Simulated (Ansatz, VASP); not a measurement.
## AlN in VASP and in Ansatz

```
CELL_PARAMETERS angstrom
0.11762 1.98058 1.98058
1.98058 0.11762 1.98058
1.98058 1.98058 0.11762
ATOMIC_POSITIONS crystal
Al 0.50000 0.50000 0.50000
N 0.00000 0.00000 0.00000
```

Alike in both runs: task single point; functional PBE; k mesh 10 × 10 × 10; occupations gaussian, width 0.05 eV; no spin polarisation.

|  | VASP | Ansatz |
| --- | --- | --- |
| version | VASP 6.6.1 | Ansatz 0.2.0 |
| potentials or method | VASP PAW PBE potentials, release 64 (Al, N), cutoff 520 eV | scalar-relativistic, plane waves, PAW |
| valence electrons in the cell | 8 | 8 |

|  | VASP | Ansatz | Ansatz less VASP |
| --- | --- | --- | --- |
| gap on the k mesh at the Fermi level (eV) | 3.85 | 3.85 | -0.003 |
| least direct gap on the mesh (eV) | 6.62 | 6.59 | -0.025 |

The functional is the same, so the differences come from potentials, cutoffs and numerics.
